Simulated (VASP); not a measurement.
Runs of VASP 6.6.1 on Al2O3. The structure is that of space group P-3m1 (No. 164), or close to it. The cells are those of the table. 

| cell | gap on the mesh (eV) | pressure (GPa) | largest force (eV/Å) |
| --- | --- | --- | --- |
| a = 2.966, b = 2.966, c = 7.446 Å, angles 90.0, 90.0, 120.0°, 5 atoms | 3.34 | (c) | 0.42 |
| a = 3.028, b = 3.028, c = 7.600 Å, angles 90.0, 90.0, 120.0°, 5 atoms | 2.88 | -8.2 | 0.49 |
| a = 3.057, b = 3.057, c = 7.674 Å, angles 90.0, 90.0, 120.0°, 5 atoms | 2.67 | -12.3 | (d) |
| a = 3.086, b = 3.086, c = 7.747 Å, angles 90.0, 90.0, 120.0°, 5 atoms | 2.47 | -15.9 | (a) |
| a = 2.997, b = 2.997, c = 7.524 Å, angles 90.0, 90.0, 120.0°, 5 atoms | 3.10 | -3.4 | (b) |

Alike in all rows: task single point; level r2SCAN+D3(BJ); potentials or basis VASP PAW PBE potentials, release 64 (Al, O); no spin polarisation; k mesh 12 × 12 × 4; cutoff (eV) 520; smearing fermi-dirac 0.01 eV.

Task: Fill in the values left out.

Result: (a) 0.90; (b) 0.25; (c) 2.3; (d) 0.71.

Caveats: the PAW data sets were made with another functional, which shifts forces and pressure a little.

A k mesh can miss the band edges.
